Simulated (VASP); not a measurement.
# NaFeN (P6_3mc) in VASP: notebook

The runs below take NaFeN through single point, with PBE.

Program: VASP 6.6.1. These are calculated values, not measurements. Logs are shortened: lines on timing, memory, paths and dates and some standing lists are left out, and cuts for length are marked.

### 1 The cell of the first run

Symmetry: P6_3mc, No. 186, hexagonal system. The conventional cell has a = 2.938 Å, b = 2.938 Å, c = 9.686 Å, α = 90.00°, β = 90.00°, γ = 120.00°. Na (site symmetry 3m) has 4 N at 2.56 to 2.93 Å and 6 Fe at 2.91 to 3.01 Å and 6 Na at 2.94 Å within 3.4 Å. Within 2.3 Å of Fe (site symmetry 3m) lie 3 N at 1.75 Å. N (site symmetry 3m) has 3 Fe at 1.75 Å within 2.3 Å.

### 2 Single point, PBE (12.07 Å³/atom)

The input, INCAR:

```
ALGO = Normal
EDIFF = 1E-7
ENCUT = 520
GGA = PE
ISIF = 2
ISMEAR = 0
LASPH = True
LCHARG = False
LREAL = False
LWAVE = False
NBANDS = 29
NELM = 80
PREC = Accurate
SIGMA = 0.01
```

The input, KPOINTS:

```
k-points
0
Gamma
  9 9 2
```

The input, POSCAR:

```
NaFeN
1.0
    2.9380515928      0.0000000000      0.0000000000
   -1.4690257964      2.5444273170      0.0000000000
    0.0000000000      0.0000000000      9.6859486742
Na Fe N
2 2 2
Direct
    0.6666666667      0.3333333333      0.7618107899
    0.3333333333      0.6666666667      0.2618107899
    0.0000000000      0.0000000000      0.5182926961
    0.0000000000      0.0000000000      0.0182926961
    0.3333333333      0.6666666667      0.5645365140
    0.6666666667      0.3333333333      0.0645365140
```

Potentials or basis: VASP PAW PBE potentials, release 64 (Na_pv, Fe, N).

Started as:

```bash
$ cat potpaw_PBE.64/Na_pv/POTCAR potpaw_PBE.64/Fe/POTCAR potpaw_PBE.64/N/POTCAR > POTCAR
$ mpirun -np 1 vasp_std > vasp.out
```

OUTCAR:

```text
EDIFF = 1E-7
   ENCUT = 520
   GGA = PE
   ISIF = 2
   ISMEAR = 0
   LASPH = True
   LREAL = False
   NELM = 80
   PREC = Accurate

 ion  position               nearest neighbor table
   1  0.667  0.333  0.762-   3 2.91   3 2.91   3 2.91
   2  0.333  0.667  0.262-   4 2.91   4 2.91   4 2.91
   3  0.000  0.000  0.518-   5 1.75   5 1.75   5 1.75   1 2.91   1 2.91   1 2.91
   4  0.000  0.000  0.018-   6 1.75   6 1.75   6 1.75   2 2.91   2 2.91   2 2.91
   5  0.333  0.667  0.565-   3 1.75   3 1.75   3 1.75
   6  0.667  0.333  0.065-   4 1.75   4 1.75   4 1.75

  LATTYP: Found a hexagonal cell.
 ALAT       =     2.9380515928
 C/A-ratio  =     3.2967251827

  Lattice vectors:

 A1 = (   2.9380515928,   0.0000000000,   0.0000000000)
 A2 = (  -1.4690257964,   2.5444273170,   0.0000000000)
 A3 = (   0.0000000000,   0.0000000000,   9.6859486742)

Analysis of symmetry for initial positions (statically):
=====================================================================
 Subroutine PRICEL returns:
 Original cell was already a primitive cell.

 Routine SETGRP: Setting up the symmetry group for a
 hexagonal supercell.

 Subroutine GETGRP returns: Found 12 space group operations
 (whereof  6 operations were pure point group operations)
 out of a pool of 24 trial point group operations.

The static configuration has the point symmetry C_3v.
 The point group associated with its full space group is C_6v.

Analysis of symmetry for dynamics (positions and initial velocities):
=====================================================================
 Subroutine PRICEL returns:
 Original cell was already a primitive cell.

 Routine SETGRP: Setting up the symmetry group for a
 hexagonal supercell.

 Subroutine GETGRP returns: Found 12 space group operations
 (whereof  6 operations were pure point group operations)
 out of a pool of 24 trial point group operations.

The dynamic configuration has the point symmetry C_3v.
 The point group associated with its full space group is C_6v.

 Subroutine INISYM returns: Found 12 space group operations
 (whereof  6 operations are pure point group operations),
 and found     1 'primitive' translations

[... 99 lines left out ...]
   ENCUT  =  520.0 eV  38.22 Ry    6.18 a.u.   5.46  5.46 18.01*2*pi/ulx,y,z
   NELM   =     80;   NELMIN=  2; NELMDL= -5     # of ELM steps
   EDIFF  = 0.1E-06   stopping-criterion for ELM
   LREAL  =      F    real-space projection
   EDIFFG = 0.1E-05   stopping-criterion for IOM
   NSW    =      0    number of steps for IOM
   IBRION =     -1    ionic relax: 0-MD 1-quasi-New 2-CG
   NFREE  =      0    steps in history (QN), initial steepest desc. (CG)
   ISIF   =      2    stress and relaxation
   ISYM   =      2    0-nonsym 1-usesym 2-fastsym
   POTIM  = 0.5000    time-step for ionic-motion
   TEBEG  =    0.0;   TEEND  =   0.0 temperature during run
   PSTRESS=    0.0 pullay stress
   NELECT =      40.0000    total number of electrons
   NUPDOWN=      -1.0000    fix difference up-down
   EMIN   =  10.00;   EMAX   =-10.00  energy-range for DOS
   EFERMI =   0.00;   METHOD = LEGACY
   ISMEAR =     0;   SIGMA  =   0.01  broadening in eV -4-tet -1-fermi 0-gaus
   EFERMI_NEDOS =   21; number of points for ismear=-14 and -15
   IALGO  =     38    algorithm
   IMIX   =      4    mixing-type and parameters
     AMIX     =   0.40;   BMIX     =  1.00
     AMIX_MAG =   1.60;   BMIX_MAG =  1.00
  volume/ion in A,a.u.               =      12.07        81.44
  Fermi-wavevector in a.u.,A,eV,Ry     =   1.343273  2.538418 24.550112  1.804382
  Thomas-Fermi vector in A             =   2.471360
   LORBIT       =      0    0 simple, 1 ext, 2 COOP (PROOUT), +10 PAW based schemes
   GGA     = PE    functional components
   LHFCALC =     F    Hartree Fock is set to
   AEXX    =    0.0000 exact exchange contribution
   IVDW    =     0    specifies the selected vdW correction
   LEPSILON=     F    determine dielectric tensor
   LRPA    =     F    only Hartree local field effects (RPA)
 non-spin polarized calculation
 Gauss-broadening in eV      SIGMA  =   0.01
  energy-cutoff  :      520.00
  volume of cell :       72.41
 maximum number of plane-waves:      1992
 NGX is ok and might be reduce to    24
   NGX = 11   NGY = 11   NGZ = 37

 number of electron      40.0000008 magnetization

 Free energy of the ion-electron system (eV)
  ---------------------------------------------------
  ext. energy  EPLUGINS =         0.00000000
  ---------------------------------------------------
  free energy    TOTEN  =       -36.11518644 eV

  energy without entropy =      -36.11518644  energy(sigma->0) =      -36.11518644

 E-fermi :   4.5035     XC(G=0): -10.6938

 val. band max:        4.3730842257   @ k =   0.2222   0.1111   0.0000
 cond. band min:       4.7884901995   @ k =   0.3333   0.3333   0.5000
 fundamental gap:      0.4154059738
 Fermi energy:         4.5034877656

 k-point     1 :       0.0000    0.0000    0.0000
  band No.  band energies     occupation
      1     -19.8537      2.00000
      2     -19.8431      2.00000
      3     -19.7922      2.00000
      4     -19.7922      2.00000
      5     -19.7921      2.00000
      6     -19.7921      2.00000
[... 757 lines left out ...]
     28      10.3919      0.00000
     29      13.1038      0.00000

------------------------ aborting loop because EDIFF is reached ----------------------------------------

  FORCE on cell =-STRESS in cart. coord.  units (eV):
  Direction    XX          YY          ZZ          XY          YZ          ZX
  --------------------------------------------------------------------------------------
  -------------------------------------------------------------------------------------
  Total        5.9723091      5.9723091      2.2628279     -0.0000000      0.0000000      0.0000000
  in kB      132.1481927    132.1481927     50.0691800     -0.0000000      0.0000000      0.0000000
  external PRESSURE =     104.7885218 kB  Pullay stress =       0.0000000 kB

 VOLUME and BASIS-vectors are now :
 -----------------------------------------------------------------------------
  energy-cutoff  :      520.00
  volume of cell :       72.41
      direct lattice vectors                 reciprocal lattice vectors
     2.938051593  0.000000000  0.000000000     0.340361620  0.196507873  0.000000000
    -1.469025796  2.544427317  0.000000000     0.000000000  0.393015746  0.000000000
     0.000000000  0.000000000  9.685948674     0.000000000  0.000000000  0.103242339

 POSITION                                       TOTAL-FORCE (eV/Angst)
 -----------------------------------------------------------------------------------
      1.46903      0.84814      7.37886         0.000000     -0.000000      0.083398
     -0.00000      1.69628      2.53589        -0.000000      0.000000      0.083398
      0.00000      0.00000      5.02016        -0.000000      0.000000     -0.752627
      0.00000      0.00000      0.17718         0.000000      0.000000     -0.752627
     -0.00000      1.69628      5.46807         0.000000      0.000000      0.669229
      1.46903      0.84814      0.62510        -0.000000     -0.000000      0.669229
 -----------------------------------------------------------------------------------
    total drift:                                0.000000      0.000000      0.001112

  FREE ENERGIE OF THE ION-ELECTRON SYSTEM (eV)
  ---------------------------------------------------
  free  energy   TOTEN  =       -36.1151864361 eV

  energy  without entropy=      -36.1151864361  energy(sigma->0) =      -36.11518644
```

stdout:

```text
POSCAR found type information on POSCAR NaFeN
 POSCAR found :  3 types and       6 ions
 scaLAPACK will be used
 LDA part: xc-table for (Slater+PW92), standard interpolation
 POSCAR, INCAR and KPOINTS ok, starting setup
 FFT: planning ... GRIDC
 FFT: planning ... GRID_SOFT
 FFT: planning ... GRID
 WAVECAR not read
 entering main loop
```

Run time: 48 s. Hardware: 1 thread of Intel Xeon Platinum 8488C (Sapphire Rapids), shared host; peak memory 0.2 GiB.

What came out:

```
Free energy            : -36.1152 eV
Pressure               : 10.5 GPa
Largest force          : 0.753 eV/Å
Band gap on the k mesh : 0.42 eV (least direct gap 0.75 eV)
```

Forces on the atoms (eV/Å):
```
Na   0.000  0.000  0.083
Na   0.000  0.000  0.083
Fe   0.000  0.000 -0.753
Fe   0.000  0.000 -0.753
N    0.000  0.000  0.669
N    0.000  0.000  0.669
```

Caveat: the stress differs along the axes, from 5 to 13 GPa; semilocal functionals underestimate gaps, and a narrow one can read as zero. A k mesh can miss the band edges.

### 3 Single point, PBE (12.45 Å³/atom)

This run uses another cell than the first one, of 12.45 Å³/atom.

The input, INCAR:

```
SYSTEM = NaFeN
PREC = Accurate
ENCUT = 520
EDIFF = 1E-6
ISMEAR = 0
SIGMA = 0.01
LREAL = .False.
LASPH = .True.
NELM = 60
ALGO = Normal
ISIF = 2
LWAVE = .False.
LCHARG = .False.
GGA = PE
NBANDS = 29
```

The input, KPOINTS:

```
Automatic mesh
0
Gamma
  9 9 2
  0 0 0
```

Changes to POSCAR since step 2:

```diff
@@ -2,5 +2,5 @@
 1.0
-    2.9380515928      0.0000000000      0.0000000000
-   -1.4690257964      2.5444273170      0.0000000000
-    0.0000000000      0.0000000000      9.6859486742
+    2.9689807246      0.0000000000      0.0000000000
+   -1.4844903623      2.5712127308      0.0000000000
+    0.0000000000      0.0000000000      9.7879135217
 Na Fe N
```

Potentials or basis: VASP PAW PBE potentials, release 64 (Na_pv, Fe, N).

Started as:

```bash
$ cat potpaw_PBE.64/Na_pv/POTCAR potpaw_PBE.64/Fe/POTCAR potpaw_PBE.64/N/POTCAR > POTCAR
$ mpirun -np 1 vasp_std > vasp.out
```

OUTCAR:

```text
SYSTEM = NaFeN
   PREC = Accurate
   ENCUT = 520
   EDIFF = 1E-6
   ISMEAR = 0
   LREAL = .False.
   LASPH = .True.
   NELM = 60
   ISIF = 2
   GGA = PE

 ion  position               nearest neighbor table
   1  0.667  0.333  0.762-   3 2.94   3 2.94   3 2.94
   2  0.333  0.667  0.262-   4 2.94   4 2.94   4 2.94
   3  0.000  0.000  0.518-   5 1.77   5 1.77   5 1.77   1 2.94   1 2.94   1 2.94
   4  0.000  0.000  0.018-   6 1.77   6 1.77   6 1.77   2 2.94   2 2.94   2 2.94
   5  0.333  0.667  0.565-   3 1.77   3 1.77   3 1.77
   6  0.667  0.333  0.065-   4 1.77   4 1.77   4 1.77

  LATTYP: Found a hexagonal cell.
 ALAT       =     2.9689807246
 C/A-ratio  =     3.2967251827

  Lattice vectors:

 A1 = (   2.9689807246,   0.0000000000,   0.0000000000)
 A2 = (  -1.4844903623,   2.5712127308,   0.0000000000)
 A3 = (   0.0000000000,   0.0000000000,   9.7879135217)

Analysis of symmetry for initial positions (statically):
=====================================================================
 Subroutine PRICEL returns:
[... 184 lines left out ...]
 cond. band min:       4.5034976648   @ k =   0.3333   0.3333   0.5000
 fundamental gap:      0.3844829651
 Fermi energy:         4.2400744220

 k-point     1 :       0.0000    0.0000    0.0000
  band No.  band energies     occupation
      1     -20.0925      2.00000
      2     -20.0837      2.00000
      3     -20.0475      2.00000
      4     -20.0475      2.00000
      5     -20.0474      2.00000
      6     -20.0474      2.00000
[... 757 lines left out ...]
     28      10.0183      0.00000
     29      12.6351      0.00000

------------------------ aborting loop because EDIFF is reached ----------------------------------------

  FORCE on cell =-STRESS in cart. coord.  units (eV):
  Direction    XX          YY          ZZ          XY          YZ          ZX
  --------------------------------------------------------------------------------------
  -------------------------------------------------------------------------------------
  Total        3.2110282      3.2110282      1.0883157      0.0000000      0.0000000      0.0000000
  in kB       68.8524175     68.8524175     23.3361903      0.0000000      0.0000000      0.0000000
  external PRESSURE =      53.6803418 kB  Pullay stress =       0.0000000 kB

 VOLUME and BASIS-vectors are now :
 -----------------------------------------------------------------------------
  energy-cutoff  :      520.00
  volume of cell :       74.72
      direct lattice vectors                 reciprocal lattice vectors
     2.968980725  0.000000000  0.000000000     0.336815929  0.194460767  0.000000000
    -1.484490362  2.571212731  0.000000000     0.000000000  0.388921534  0.000000000
     0.000000000  0.000000000  9.787913522     0.000000000  0.000000000  0.102166820

 POSITION                                       TOTAL-FORCE (eV/Angst)
 -----------------------------------------------------------------------------------
      1.48449      0.85707      7.45654        -0.000000     -0.000000      0.037606
     -0.00000      1.71414      2.56258        -0.000000     -0.000000      0.037606
      0.00000      0.00000      5.07300        -0.000000      0.000000     -0.414694
      0.00000      0.00000      0.17905         0.000000     -0.000000     -0.414694
     -0.00000      1.71414      5.52563         0.000000     -0.000000      0.377089
      1.48449      0.85707      0.63168        -0.000000      0.000000      0.377089
 -----------------------------------------------------------------------------------
    total drift:                                0.000000     -0.000000      0.000643

  FREE ENERGIE OF THE ION-ELECTRON SYSTEM (eV)
  ---------------------------------------------------
  free  energy   TOTEN  =       -36.2293835181 eV

  energy  without entropy=      -36.2293835181  energy(sigma->0) =      -36.22938352
```

stdout:

```text
POSCAR found type information on POSCAR NaFeN
 POSCAR found :  3 types and       6 ions
 scaLAPACK will be used
 LDA part: xc-table for (Slater+PW92), standard interpolation
 POSCAR, INCAR and KPOINTS ok, starting setup
 FFT: planning ... GRIDC
 FFT: planning ... GRID_SOFT
 FFT: planning ... GRID
 WAVECAR not read
 entering main loop
```

Wall time 49 s (1 thread of Intel Xeon Platinum 8488C (Sapphire Rapids), shared host); peak memory 0.22 GiB.

Results:

```yaml
Free_energy: -36.2294 eV
Pressure: 5.4 GPa
Largest_force: 0.415 eV/Å
Band_gap_on_the_k_mesh: 0.38 eV (least direct gap 0.71 eV)
```

Forces on the atoms (eV/Å):
```
Na   0.000  0.000  0.038
Na   0.000  0.000  0.038
Fe   0.000  0.000 -0.415
Fe   0.000  0.000 -0.415
N    0.000  0.000  0.377
N    0.000  0.000  0.377
```

Levels at points of the mesh, in eV from the valence-band top:
| k point | band 17 | band 18 | band 19 | band 20 | band 21 | band 22 | band 23 | band 24 |
| --- | --- | --- | --- | --- | --- | --- | --- | --- |
| (0.00, 0.00, 0.00) | -0.60 | -0.60 | -0.60 | -0.60 | 1.80 | 2.45 | 4.23 | 4.23 |
| (0.00, 0.00, 0.50) | -0.60 | -0.60 | -0.60 | -0.60 | 2.04 | 2.04 | 4.24 | 4.24 |

Caveat: the cell stands under pressure; semilocal functionals underestimate gaps, and a narrow one can read as zero. A k mesh can miss the band edges.

(Continued in part 2 of 2.)
